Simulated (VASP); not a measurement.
Write the native input for VASP 6.6.1 that does the following.

* Task: single point
* Functional: PBEsol
* Potentials or basis: VASP PAW PBE potentials, release 64 (Cu)
* Cutoff: 520 eV
* k mesh: 14 × 14 × 14
* Occupations: fermi-dirac, width 0.1 eV
* Spin: no spin polarisation
* Dipole correction: no
* Further INCAR settings: ALGO = Normal; EDIFF = 1e-06; NBANDS = 12

The structure of Cu lies in POSCAR:

```
Cu
1.0
    0.0000000000      1.8312856224      1.8312856224
    1.8312856224      0.0000000000      1.8312856224
    1.8312856224      1.8312856224      0.0000000000
Cu
1
Direct
    0.0000000000      0.0000000000      0.0000000000
```

One way to write it, as run:

INCAR

```
PREC = Accurate
ENCUT = 520
EDIFF = 1E-6
ISMEAR = -1
SIGMA = 0.1
LREAL = F
LASPH = T
NELM = 80
ALGO = Normal
ISIF = 2
LWAVE = F
LCHARG = T
GGA = PS
LELF = T
LVHAR = T
NBANDS = 12
```

KPOINTS

```
Automatic mesh
0
Gamma
  14 14 14
```

Potentials or basis: VASP PAW PBE potentials, release 64 (Cu).

Run with:

```sh
$ cat potpaw_PBE.64/Cu/POTCAR > POTCAR
$ mpirun -np 1 vasp_std > vasp.out
```

Results of the run:

```yaml
Pressure: -10.5 GPa
```

Caveat: the PAW data sets were made with another functional, which shifts forces and pressure a little.

Wall time 7.5 s on 1 thread of Intel(R) Xeon(R) 6975P-C (Granite Rapids), on a shared host, peak memory 0.13 GiB.
